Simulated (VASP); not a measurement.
# B2O (C2/m) in VASP: single point with PBE

Aim: the single point of B2O with PBE.

All numbers are computed with VASP 6.6.1; they aren't measurements. Logs are shortened: lines on timing, memory, paths and dates and some standing lists are left out, and cuts for length are marked.

## Step 1: The cell of the first run

Symmetry: C2/m, No. 12, monoclinic system. Conventional cell: a = 3.933 Å, b = 8.368 Å, c = 2.772 Å, α = 90.00°, β = 110.63°, γ = 90.00°. Within 1.8 Å of B (site symmetry m) lie 1 O at 1.34 Å and 2 B at 1.71 Å. O (site symmetry 2/m) has 2 B at 1.34 Å within 1.8 Å.

## Step 2: Single point, PBE

File INCAR:

```
SYSTEM = B2O
  ALGO = Normal
  EDIFF = 1E-7
  ENCUT = 520
  GGA = PE
  ISIF = 2
  ISMEAR = 0
  LASPH = .TRUE.
  LCHARG = .FALSE.
  LREAL = .FALSE.
  LWAVE = .FALSE.
  NBANDS = 13
  NELM = 80
  PREC = Accurate
  SIGMA = 0.1
```

File KPOINTS:

```
k-points
0
G
  14 14 18
  0 0 0
```

File POSCAR:

```
B2O
1.0
    1.9665269255     -4.1841382678     -0.0192245577
    1.9665269255      4.1841382678     -0.0192245577
   -0.9513771841      0.0000000000      2.6036391213
B O
2 1
Direct
    0.8642727639      0.8642727639      0.6821569211
    0.1357272361      0.1357272361      0.3178430789
    0.5000000000      0.5000000000      0.5000000000
```

Potentials or basis: VASP PAW PBE potentials, release 64 (B, O).

On the command line:

```bash
$ cat potpaw_PBE.64/B/POTCAR potpaw_PBE.64/O/POTCAR > POTCAR
$ mpirun -np 1 vasp_std > vasp.out
```

OUTCAR:

```text
SYSTEM = B2O
   EDIFF = 1E-7
   ENCUT = 520
   GGA = PE
   ISIF = 2
   ISMEAR = 0
   LASPH = .TRUE.
   LREAL = .FALSE.
   NELM = 80
   PREC = Accurate

 ion  position               nearest neighbor table
   1  0.864  0.864  0.682-   3 1.34   2 1.71   2 1.71
   2  0.136  0.136  0.318-   3 1.34   1 1.71   1 1.71
   3  0.500  0.500  0.500-   1 1.34   2 1.34

  LATTYP: Found a base centered monoclinic cell.
 ALAT       =     3.9332417837
 B/A-ratio  =     2.1275774528
 C/A-ratio  =     0.7047654324
 COS(beta)  =    -0.3523733342

  Lattice vectors:

 A1 = (   1.9665269255,  -4.1841382678,  -0.0192245577)
 A2 = (   1.9665269255,   4.1841382678,  -0.0192245577)
 A3 = (  -0.9513771841,   0.0000000000,   2.6036391213)

Analysis of symmetry for initial positions (statically):
=====================================================================
 Subroutine PRICEL returns:
 Original cell was already a primitive cell.

 Routine SETGRP: Setting up the symmetry group for a
 base centered monoclinic supercell.

 Subroutine GETGRP returns: Found  4 space group operations
 (whereof  4 operations were pure point group operations)
 out of a pool of  4 trial point group operations.

The static configuration has the point symmetry C_2h.

Analysis of symmetry for dynamics (positions and initial velocities):
=====================================================================
 Subroutine PRICEL returns:
 Original cell was already a primitive cell.

 Routine SETGRP: Setting up the symmetry group for a
 base centered monoclinic supercell.

 Subroutine GETGRP returns: Found  4 space group operations
 (whereof  4 operations were pure point group operations)
 out of a pool of  4 trial point group operations.

The dynamic configuration has the point symmetry C_2h.

 Subroutine INISYM returns: Found  4 space group operations
 (whereof  4 operations are pure point group operations),
 and found     1 'primitive' translations

----------------------------------------------------------------------------------------

                                     Primitive cell

  volume of cell :      42.6936

  direct lattice vectors                    reciprocal lattice vectors
     1.966526925 -4.184138268 -0.019224558     0.255166846 -0.119498919  0.093238695
     1.966526925  4.184138268 -0.019224558     0.255166846  0.119498919  0.093238695
    -0.951377184  0.000000000  2.603639121     0.003768164  0.000000000  0.385454703

  length of vectors
     4.623268408  4.623268408  2.772012846     0.296788755  0.296788755  0.385473122

  position of ions in fractional coordinates (direct lattice)
     0.864272764  0.864272764  0.682156921
     0.135727236  0.135727236  0.317843079
     0.500000000  0.500000000  0.500000000

  ion indices of the primitive-cell ions
   primitive index   ion index
                 1           1
                 2           2
                 3           3

----------------------------------------------------------------------------------------

 KPOINTS: k-points

Automatic generation of k-mesh.
 Grid dimensions read from file:
 generate k-points for:   14   14   18

 Generating k-lattice:

  Cartesian coordinates                     Fractional coordinates (reciprocal lattice)
     0.018226203 -0.008535637  0.006659907     0.071428571 -0.000000000 -0.000000000
     0.018226203  0.008535637  0.006659907    -0.000000000  0.071428571 -0.000000000
     0.000209342  0.000000000  0.021414150    -0.000000000 -0.000000000  0.055555556

  Length of vectors
     0.021199197  0.021199197  0.021415173

  Shift w.r.t. Gamma in fractional coordinates (k-lattice)
     0.000000000  0.000000000  0.000000000

 Subroutine IBZKPT returns following result:
 ===========================================

 Found    954 irreducible k-points:

 Following reciprocal coordinates:
            Coordinates               Weight
  0.000000  0.000000  0.000000      1.000000
  0.071429 -0.000000  0.000000      4.000000
  0.142857 -0.000000 -0.000000      4.000000
  0.214286 -0.000000  0.000000      4.000000
  0.285714 -0.000000  0.000000      4.000000
  0.357143 -0.000000  0.000000      4.000000
[... 16 lines left out ...]
  0.214286  0.142857 -0.000000      4.000000
  0.285714  0.142857 -0.000000      4.000000
 [... further k-points ...]
   k-points           NKPTS =    954   k-points in BZ     NKDIM =    954   number of bands    NBANDS=     13
   number of dos      NEDOS =    301   number of ions     NIONS =      3
   total plane-waves  NPLWV =  31104
   dimension x,y,z NGX =    36 NGY =   36 NGZ =   24
   dimension x,y,z NGXF=    72 NGYF=   72 NGZF=   48
   ions per type =               2   1
   NGX,Y,Z   is equivalent  to a cutoff of  12.95, 12.95, 14.39 a.u.
   NGXF,Y,Z  is equivalent  to a cutoff of  25.89, 25.89, 28.79 a.u.
 SYSTEM =  B2O
   PREC   = accura    normal or accurate (medium, high low for compatibility)
   ISTART =      0    job   : 0-new  1-cont  2-samecut
   ICHARG =      2    charge: 1-file 2-atom 10-const
   ISPIN  =      1    spin polarized calculation?
   LNONCOLLINEAR =      F non collinear calculations
   LSORBIT =      F    spin-orbit coupling
   LASPH  =      T    aspherical Exc in radial PAW
   ENCUT  =  520.0 eV  38.22 Ry    6.18 a.u.   8.60  8.60  5.15*2*pi/ulx,y,z
   NELM   =     80;   NELMIN=  2; NELMDL= -5     # of ELM steps
   EDIFF  = 0.1E-06   stopping-criterion for ELM
   LREAL  =      F    real-space projection
   EDIFFG = 0.1E-05   stopping-criterion for IOM
   NSW    =      0    number of steps for IOM
   IBRION =     -1    ionic relax: 0-MD 1-quasi-New 2-CG
   NFREE  =      0    steps in history (QN), initial steepest desc. (CG)
   ISIF   =      2    stress and relaxation
   ISYM   =      2    0-nonsym 1-usesym 2-fastsym
   POTIM  = 0.5000    time-step for ionic-motion
   TEBEG  =    0.0;   TEEND  =   0.0 temperature during run
   PSTRESS=    0.0 pullay stress
   NELECT =      12.0000    total number of electrons
   NUPDOWN=      -1.0000    fix difference up-down
   EMIN   =  10.00;   EMAX   =-10.00  energy-range for DOS
   EFERMI =   0.00;   METHOD = LEGACY
   ISMEAR =     0;   SIGMA  =   0.10  broadening in eV -4-tet -1-fermi 0-gaus
   EFERMI_NEDOS =   21; number of points for ismear=-14 and -15
   IALGO  =     38    algorithm
   IMIX   =      4    mixing-type and parameters
     AMIX     =   0.40;   BMIX     =  1.00
     AMIX_MAG =   1.60;   BMIX_MAG =  1.00
  volume/ion in A,a.u.               =      14.23        96.04
  Fermi-wavevector in a.u.,A,eV,Ry     =   1.072378  2.026500 15.646614  1.149994
  Thomas-Fermi vector in A             =   2.208146
   LORBIT       =      0    0 simple, 1 ext, 2 COOP (PROOUT), +10 PAW based schemes
   GGA     = PE    functional components
   LHFCALC =     F    Hartree Fock is set to
   AEXX    =    0.0000 exact exchange contribution
   IVDW    =     0    specifies the selected vdW correction
   LEPSILON=     F    determine dielectric tensor
   LRPA    =     F    only Hartree local field effects (RPA)
 non-spin polarized calculation
 Gauss-broadening in eV      SIGMA  =   0.10
  energy-cutoff  :      520.00
  volume of cell :       42.69
 maximum number of plane-waves:      1178
   NGX = 17   NGY = 17   NGZ = 11

 number of electron      12.0000003 magnetization

 Free energy of the ion-electron system (eV)
  ---------------------------------------------------
  ext. energy  EPLUGINS =         0.00000000
  ---------------------------------------------------
  free energy    TOTEN  =       -20.42621609 eV

  energy without entropy =      -20.42187771  energy(sigma->0) =      -20.42404690

 E-fermi :   1.0048     XC(G=0):  -7.8735

 val. band max:        1.0029355537   @ k =  -0.2143   0.5000   0.3333
 cond. band min:       1.0075291333   @ k =   0.5000   0.2143   0.1667
 fundamental gap:      0.0045935796
 Fermi energy:         1.0048010072

 k-point     1 :       0.0000    0.0000    0.0000
  band No.  band energies     occupation
      1     -21.2818      2.00000
      2     -10.4013      2.00000
      3      -7.3468      2.00000
      4      -5.6247      2.00000
      5      -3.3058      2.00000
      6       1.5166      0.00000
      7       2.2251      0.00000
      8       4.7770      0.00000
      9       6.7034      0.00000
     10       9.9066      0.00000
     11      13.3056      0.00000
     12      14.0645      0.00000
     13      15.1223      0.00000

 k-point     2 :       0.0714   -0.0000    0.0000
  band No.  band energies     occupation
      1     -21.2789      2.00000
      2     -10.4775      2.00000
      3      -7.2321      2.00000
      4      -5.6007      2.00000
      5      -3.3500      2.00000
      6       1.6231      0.00000
      7       1.9870      0.00000
      8       4.8481      0.00000
      9       6.9542      0.00000
     10       9.6981      0.00000
     11      13.1812      0.00000
     12      14.1017      0.00000
     13      14.7787      0.00000

 k-point     3 :       0.1429   -0.0000   -0.0000
  band No.  band energies     occupation
      1     -21.2710      2.00000
      2     -10.6686      2.00000
      3      -6.9301      2.00000
      4      -5.5304      2.00000
      5      -3.4669      2.00000
      6       1.4234      0.00000
      7       1.9212      0.00000
      8       5.0254      0.00000
      9       7.5616      0.00000
     10       9.1921      0.00000
     11      12.8870      0.00000
     12      13.7970      0.00000
     13      14.6863      0.00000

 k-point     4 :       0.2143   -0.0000    0.0000
  band No.  band energies     occupation
      1     -21.2592      2.00000
      2     -10.9039      2.00000
      3      -6.5265      2.00000
      4      -5.4199      2.00000
      5      -3.6203      2.00000
      6       0.7566      1.99955
      7       2.3569      0.00000
      8       5.2616      0.00000
      9       8.0979      0.00000
     10       8.7922      0.00000
     11      12.4783      0.00000
     12      13.2831      0.00000
     13      14.2883      0.00000

 k-point     5 :       0.2857   -0.0000    0.0000
  band No.  band energies     occupation
      1     -21.2461      2.00000
      2     -11.1278      2.00000
      3      -6.1035      2.00000
      4      -5.2821      2.00000
      5      -3.7739      2.00000
      6       0.1204      2.00000
      7       2.8586      0.00000
      8       5.4969      0.00000
      9       7.7956      0.00000
     10       9.2676      0.00000
     11      11.9806      0.00000
     12      12.9193      0.00000
     13      13.4761      0.00000
[... 257 lines left out ...]
 k-point    22 :       0.1429    0.1429    0.0000
  band No.  band energies     occupation
      1     -21.2475      2.00000
      2     -11.1283      2.00000
      3      -6.1121      2.00000
      4      -5.2333      2.00000
      5      -3.7739      2.00000
      6       0.1666      2.00000
      7       2.8587      0.00000
      8       5.0983      0.00000
      9       8.1816      0.00000
     10       8.8360      0.00000
     11      12.5663      0.00000
     12      12.7413      0.00000
     13      13.4767      0.00000

 k-point    23 :       0.2143    0.1429   -0.0000
  band No.  band energies     occupation
      1     -21.2356      2.00000
      2     -11.3070      2.00000
      3      -5.7388      2.00000
      4      -5.0917      2.00000
      5      -3.9003      2.00000
      6      -0.3672      2.00000
      7       3.3406      0.00000
      8       5.1659      0.00000
      9       7.9609      0.00000
     10       9.1897      0.00000
     11      12.2983      0.00000
     12      12.5310      0.00000
     13      12.7385      0.00000

 k-point    24 :       0.2857    0.1429   -0.0000
  band No.  band energies     occupation
      1     -21.2269      2.00000
      2     -11.4205      2.00000
      3      -5.4769      2.00000
      4      -5.0029      2.00000
      5      -3.9823      2.00000
      6      -0.7255      2.00000
      7       3.6999      0.00000
      8       5.2288      0.00000
      9       7.9697      0.00000
     10       9.2833      0.00000
     11      12.0690      0.00000
     12      12.2116      0.00000
     13      12.4871      0.00000

 [... further k-points ...]
[... 5 lines left out ...]
  --------------------------------------------------------------------------------------
  -------------------------------------------------------------------------------------
  Total        0.0325613     -0.0211227     -0.0321632      0.0000000      0.0000000      0.0290664
  in kB        1.2219394     -0.7926801     -1.2070003      0.0000000      0.0000000      1.0907858
  external PRESSURE =      -0.2592470 kB  Pullay stress =       0.0000000 kB

 VOLUME and BASIS-vectors are now :
 -----------------------------------------------------------------------------
  energy-cutoff  :      520.00
  volume of cell :       42.69
      direct lattice vectors                 reciprocal lattice vectors
     1.966526925 -4.184138268 -0.019224558     0.255166846 -0.119498919  0.093238695
     1.966526925  4.184138268 -0.019224558     0.255166846  0.119498919  0.093238695
    -0.951377184  0.000000000  2.603639121     0.003768164  0.000000000  0.385454703

 POSITION                                       TOTAL-FORCE (eV/Angst)
 -----------------------------------------------------------------------------------
      2.75024      0.00000      1.74286         0.025583     -0.000000      0.008167
      0.23143      0.00000      0.82233        -0.025583     -0.000000     -0.008167
      1.49084      0.00000      1.28260         0.000000      0.000000      0.000000
 -----------------------------------------------------------------------------------
    total drift:                                0.000000      0.000000      0.000000

  FREE ENERGIE OF THE ION-ELECTRON SYSTEM (eV)
  ---------------------------------------------------
  free  energy   TOTEN  =       -20.4262160893 eV

  energy  without entropy=      -20.4218777077  energy(sigma->0) =      -20.42404690
```

It took 17 min on 1 thread of Oxide Virtual Turin-like, shared host; peak memory 0.52 GiB.

What came out:

```
Free energy            : -20.4262 eV
Pressure               : 0.0 GPa
Largest force          : 0.027 eV/Å
Band gap on the k mesh : zero (band 6 reaches 1.62 eV, above the bottom of band 7 at 0.69 eV)
```

Forces in eV/Å, atoms in the order of the input:
```
B    0.026  0.000  0.008
B   -0.026  0.000 -0.008
O    0.000  0.000  0.000
```

Levels at points of the mesh, in eV from the Fermi level:
| k point | band 2 | band 3 | band 4 | band 5 | band 6 | band 7 | band 8 | band 9 | band 10 | band 11 |
| --- | --- | --- | --- | --- | --- | --- | --- | --- | --- | --- |
| (0.00, 0.00, 0.00) | -11.41 | -8.35 | -6.63 | -4.31 | 0.51 | 1.22 | 3.77 | 5.70 | 8.90 | 12.30 |
| (0.50, 0.00, 0.00) | -12.46 | -6.39 | -5.99 | -5.02 | -1.88 | 2.83 | 4.57 | 6.53 | 8.84 | 10.40 |
| (0.50, 0.50, 0.00) | -11.42 | -8.22 | -7.04 | -4.31 | 0.51 | 0.52 | 6.36 | 7.90 | 8.45 | 10.49 |
| (0.00, 0.00, 0.50) | -11.15 | -8.16 | -5.84 | -5.71 | -2.72 | 2.20 | 4.50 | 6.69 | 9.10 | 10.60 |
| (0.50, 0.00, 0.50) | -11.15 | -8.13 | -5.82 | -5.78 | -2.72 | 1.96 | 4.16 | 7.23 | 9.36 | 10.44 |
| (0.50, 0.50, 0.50) | -11.15 | -8.10 | -5.86 | -5.79 | -2.73 | 1.77 | 3.90 | 7.77 | 9.00 | 10.53 |
